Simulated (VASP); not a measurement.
Set up this calculation in VASP 6.6.1, as the native input.

* Task: single point
* Functional: PBE
* Potentials or basis: VASP PAW PBE potentials, release 64 (K_sv)
* Cutoff: 520 eV
* k mesh: 7 × 7 × 7
* Occupations: fermi-dirac, width 0.05 eV
* Spin: no spin polarisation
* Dipole correction: no
* Further INCAR settings: ALGO = Fast; EDIFF = 1e-07; NBANDS = 10

The structure of K lies in POSCAR:

```
K
1.0
   -2.6290990000      2.6676120000      2.6000730000
    2.7186870000     -2.7444840000      2.7665340000
    2.6600780000      2.7754630000     -2.6769460000
K
1
Direct
   -0.0036850000     -0.0083200000      0.0072110000
```

This cell differs from its parent crystal: the cell strained at random.

The input as run:

INCAR

```
SYSTEM = K
PREC = Accurate ; ENCUT = 520
EDIFF = 1E-7 ; ISMEAR = -1
SIGMA = 0.05 ; LREAL = .FALSE.
LASPH = .TRUE. ; NELM = 80
ALGO = Fast ; ISIF = 2
LWAVE = .FALSE. ; LCHARG = .FALSE.
GGA = PE ; NBANDS = 10
```

KPOINTS

```
Automatic mesh
0
G
  7 7 7
  0 0 0
```

Potentials or basis: VASP PAW PBE potentials, release 64 (K_sv).

The run is started by

```bash
$ cat potpaw_PBE.64/K_sv/POTCAR > POTCAR
$ mpirun -np 1 vasp_std > vasp.out
```

Results of the run:

```json
{
 "Pressure": "-0.2 GPa"
}
```

Caveat: the cell differs from its parent crystal (the cell strained at random).

Run time: 2.1 min on 1 thread of Intel(R) Xeon(R) Platinum 8259CL CPU @ 2.50GHz (Skylake/Cascade Lake), with other jobs on the host, peak memory 0.28 GiB.
